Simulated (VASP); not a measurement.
# Co (Pm-3m) in VASP: a series of runs, part 2 of 2

VASP 6.6.1. Earlier steps stand in the parts before.

## Step 5: Relaxation of cell and atoms, r2SCAN

This run uses another cell than the first one, of 11.96 Å³/atom, 0.969 times its volume.

Input file POSCAR:

```
Co
1.0
    2.2868488050      0.0000000000      0.0000000000
    0.0000000000      2.2868488050      0.0000000000
    0.0000000000      0.0000000000      2.2868488050
Co
1
Direct
    0.0000000000      0.0000000000      0.0000000000
```

Input file INCAR.step1:

```
  ALGO = Normal
  EDIFF = 1E-4
  ENCUT = 600
  GGA = PE
  ISMEAR = -1
  LASPH = True
  LCHARG = False
  LREAL = False
  LWAVE = True
  NELM = 100
  PREC = Accurate
  SIGMA = 0.1
```

Input file INCAR.step2:

```
  ALGO = Normal
  EDIFF = 1E-7
  EDIFFG = -0.01
  ENCUT = 600
  IBRION = 2
  ISIF = 3
  ISMEAR = -1
  ISTART = 1
  LASPH = True
  LCHARG = False
  LMIXTAU = True
  LREAL = False
  LWAVE = False
  METAGGA = R2SCAN
  NELM = 100
  NSW = 80
  PREC = Accurate
  SIGMA = 0.1
```

Input file KPOINTS:

```
k-points
0
Gamma
  14 14 14
```

Potentials or basis: VASP PAW PBE potentials, release 64 (Co).

Started as:

```
cat potpaw_PBE.64/Co/POTCAR > POTCAR
cp INCAR.step1 INCAR
mpirun -np 1 vasp_std > vasp.out
cp INCAR.step2 INCAR
mpirun -np 1 vasp_std > vasp.out
```

OUTCAR:

```text
EDIFF = 1E-7
   EDIFFG = -0.01
   ENCUT = 600
   IBRION = 2
   ISIF = 3
   ISMEAR = -1
   ISTART = 1
   LASPH = True
   LREAL = False
   METAGGA = R2SCAN
   NELM = 100
   NSW = 80
   PREC = Accurate

 ion  position               nearest neighbor table
   1  0.000  0.000  0.000-

  LATTYP: Found a simple cubic cell.
 ALAT       =     2.2868488050

  Lattice vectors:

 A1 = (   2.2868488050,   0.0000000000,   0.0000000000)
 A2 = (   0.0000000000,   2.2868488050,   0.0000000000)
 A3 = (   0.0000000000,   0.0000000000,   2.2868488050)

Analysis of symmetry for initial positions (statically):
=====================================================================
 Subroutine PRICEL returns:
 Original cell was already a primitive cell.

 Routine SETGRP: Setting up the symmetry group for a
 simple cubic supercell.

 Subroutine GETGRP returns: Found 48 space group operations
[... 206 lines left out ...]

 k-point     1 :       0.0000    0.0000    0.0000
  band No.  band energies     occupation
      1       0.9724      2.00000
      2       5.8782      2.00000
      3       5.8782      2.00000
      4      10.6301      0.00781
      5      10.6301      0.00781
      6      10.6301      0.00781
      7      32.5718      0.00000
      8      32.5718      0.00000
[... 287 lines left out ...]
--------------------------------------- Ionic step        3  -------------------------------------------

 number of electron       8.9999989 magnetization

 Free energy of the ion-electron system (eV)
  ---------------------------------------------------
  ext. energy  EPLUGINS =         0.00000000
  ---------------------------------------------------
  free energy    TOTEN  =       -11.87514412 eV

  energy without entropy =      -11.78896839  energy(sigma->0) =      -11.83205626

 E-fermi :   9.3960     XC(G=0): -14.0295

 val. band max:        9.3849778657   @ k =   0.3571   0.1429   0.0714
 cond. band min:       9.4054444147   @ k =   0.2857   0.2143   0.0714
 fundamental gap:      0.0204665489
 Fermi energy:         9.3960107481

 k-point     1 :       0.0000    0.0000    0.0000
  band No.  band energies     occupation
      1       0.6048      2.00000
      2       5.4569      2.00000
      3       5.4569      2.00000
      4       9.9127      0.01134
      5       9.9127      0.01134
      6       9.9127      0.01134
      7      31.2837      0.00000
      8      31.2837      0.00000
[... 281 lines left out ...]
  FREE ENERGIE OF THE ION-ELECTRON SYSTEM (eV)
  ---------------------------------------------------
  free  energy   TOTEN  =       -11.8751441210 eV

  energy  without entropy=      -11.7889683921  energy(sigma->0) =      -11.83205626

 reached required accuracy - stopping structural energy minimisation
```

OSZICAR.step1:

```text
N       E                     dE             d eps       ncg     rms          rms(c)
DAV:   1     0.216104886776E+02    0.21610E+02   -0.46588E+03  1920   0.145E+03
DAV:   2    -0.668070618021E+01   -0.28291E+02   -0.27930E+02  1944   0.161E+02
DAV:   3    -0.693034001788E+01   -0.24963E+00   -0.24940E+00  2640   0.218E+01
DAV:   4    -0.693464788911E+01   -0.43079E-02   -0.43071E-02  2624   0.214E+00
DAV:   5    -0.693471547490E+01   -0.67586E-04   -0.67586E-04  2392   0.176E-01    0.842E+00
DAV:   6    -0.628891087123E+01    0.64580E+00   -0.13522E+01  2008   0.615E+01    0.369E+00
DAV:   7    -0.606725450266E+01    0.22166E+00   -0.19019E+00  1960   0.223E+01    0.121E+00
DAV:   8    -0.605609482594E+01    0.11160E-01   -0.15079E-02  2800   0.139E+00    0.393E-01
DAV:   9    -0.605456928728E+01    0.15255E-02   -0.23579E-03  2824   0.395E-01    0.534E-02
DAV:  10    -0.605457589235E+01   -0.66051E-05   -0.11302E-05  1056   0.566E-02
   1 F= -.60545759E+01 E0= -.60077416E+01  d E =-.936685E-01
```

It took 2.3 min on 1 thread of AMD EPYC 7R13 (Zen 3), shared host; peak memory 0.11 GiB.

What came out:

```yaml
Free_energy: -11.8751 eV
Relaxed_volume: 11.44 Å³/atom
Relaxed_cell: a = 2.253 Å, b = 2.253 Å, c = 2.253 Å, α = 90.00°, β = 90.00°, γ = 90.00°
Space_group_after_relaxing_to_0.05_Å: Pm-3m (No. 221)
Energy_gained_by_relaxing: 14.2 meV/atom
Ionic_steps: 3
Pressure_after_relaxing: -0.1 GPa
```

Step by step:
```csv
step,energy change (eV),largest force (eV/Å),pressure (GPa),volume (Å³)
1,0.0000,0.0000,-8.25,11.96
2,0.0013,0.0000,10.25,10.93
3,-0.0142,0.0000,-0.11,11.44
```

Final structure:
```xyz
1
Lattice="2.2530 0.0000 0.0000 0.0000 2.2530 0.0000 0.0000 0.0000 2.2530" Properties=species:S:1:pos:R:3 pbc="T T T"
Co    0.0000    0.0000    0.0000
```

Levels at points of the mesh, in eV from the Fermi level:
```csv
k point,band 1,band 2,band 3,band 4,band 5,band 6,band 7,band 8
"(0.00, 0.00, 0.00)",-8.79,-3.94,-3.94,0.52,0.52,0.52,21.89,21.89
"(0.50, 0.00, 0.00)",-4.14,-3.34,-1.31,-0.91,-0.91,0.64,5.31,25.87
"(0.50, 0.50, 0.00)",-4.84,-2.81,-0.62,-0.62,1.50,5.98,5.98,12.68
"(0.50, 0.50, 0.50)",-3.55,-3.55,-3.55,1.57,1.57,13.90,13.90,13.90
```

Caveat: the PAW data sets were made with another functional, which shifts forces and pressure a little; the run has no spin polarisation, though such a crystal can be magnetic. Spin polarisation is off, so any magnetic state and its effect on volume and gap are missing.

## Step 6: Overview

```tsv
task	cell	k mesh	cutoff (eV)	gap on the mesh (eV)	pressure (GPa)
single point	a = 2.311 Å, 1 atom	16 × 16 × 16	520	none	-12.8
single point	a = 2.339 Å, 1 atom	16 × 16 × 16	520	none	-17.5
single point	a = 2.252 Å, 1 atom	23 × 23 × 23	520	none	-0.3
relaxation of cell and atoms	relaxed from a = 2.287 Å, 1 atom	14 × 14 × 14	600	none	-0.1
```

Alike in all rows: level r2SCAN; potentials or basis VASP PAW PBE potentials, release 64 (Co); no spin polarisation; smearing fermi-dirac 0.1 eV.

Caveats: the PAW data sets were made with another functional, which shifts forces and pressure a little; the run has no spin polarisation, though such a crystal can be magnetic.

Absolute energies hang on the potentials; compare differences alone.
